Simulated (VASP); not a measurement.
Runs of VASP 6.6.1 on Sr. Symmetry: Fm-3m, No. 225, cubic system. The conventional cell has a = 6.085 Å, b = 6.085 Å, c = 6.085 Å, α = 90.00°, β = 90.00°, γ = 90.00°. Within 5.6 Å of Sr (site symmetry m-3m) lie 12 Sr at 4.30 Å. 

```csv
level,potentials or basis,cutoff (eV),pressure (GPa)
BLYP,"VASP PAW PBE potentials, release 64 (Sr_sv)",500,-0.1
r2SCAN,"VASP PAW PBE potentials, release 64 (Sr_sv)",550,0.1
PBE,"VASP PAW PBE potentials, release 64 (Sr_sv)",500,(a)
revPBE,"VASP PAW PBE potentials, release 64 (Sr_sv)",500,0.2
LDA,"VASP PAW LDA potentials, release 64 (Sr_sv)",500,(b)
```

Alike in all rows: task single point; no spin polarisation; cell as given; k mesh 9 × 9 × 9; smearing methfessel-paxton 0.1 eV.

Problem. Fill in the values left out.

Solution. (a) -0.4; (b) -1.6.

Caveats: the PAW data sets were made with another functional, which shifts forces and pressure a little (at least some runs).
